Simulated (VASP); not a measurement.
Input of a VASP 6.6.1 run:

The input INCAR:

```
  ALGO = Normal
  EDIFF = 1E-6
  ENCUT = 520
  GGA = PE
  ISIF = 2
  ISMEAR = 0
  LASPH = True
  LCHARG = False
  LREAL = False
  LWAVE = False
  NBANDS = 28
  NELM = 80
  PREC = Accurate
  SIGMA = 0.05
```

KPOINTS

```
k-points
0
Gamma
  8 8 8
```

POSCAR

```
BaTiO3
1.0
    4.0192501416      0.0000000000      0.0000000000
    0.0000000000      4.0192501416      0.0000000000
    0.0000000000      0.0000000000      4.0192501416
Ba Ti O
1 1 3
Direct
    0.5000000000      0.5000000000      0.5000000000
    0.0000000000      0.0000000000      0.0000000000
    0.5000000000      0.0211116031      0.0211116031
    0.0000000000      0.5000000000      0.0000000000
    0.0000000000      0.0000000000      0.5000000000
```

Potentials or basis: VASP PAW PBE potentials, release 64 (Ba_sv, Ti_sv, O).

Launch:

```console
$ cat potpaw_PBE.64/Ba_sv/POTCAR potpaw_PBE.64/Ti_sv/POTCAR potpaw_PBE.64/O/POTCAR > POTCAR
$ mpirun -np 1 vasp_std > vasp.out
```

Question: What does it give for the pressure?

Answer: 1.8 GPa.

Question: Predict the largest force.

Answer: 0.671 eV/Å.

Question: What does it give for the band gap on the k mesh?

Answer: 1.71 eV (least direct gap 1.88 eV).

Stress tensor (GPa, compression positive):
```
1.64 0.00 0.00
0.00 1.86 0.11
0.00 0.11 1.86
```

Caveat: the cell differs from its parent crystal (atom 3 (O) moved -0.120 Å towards its neighbour atom 1 (Ba) at 2.842 Å); spin-orbit coupling is left out, which moves the levels of the heavy elements. A k mesh can miss the band edges.
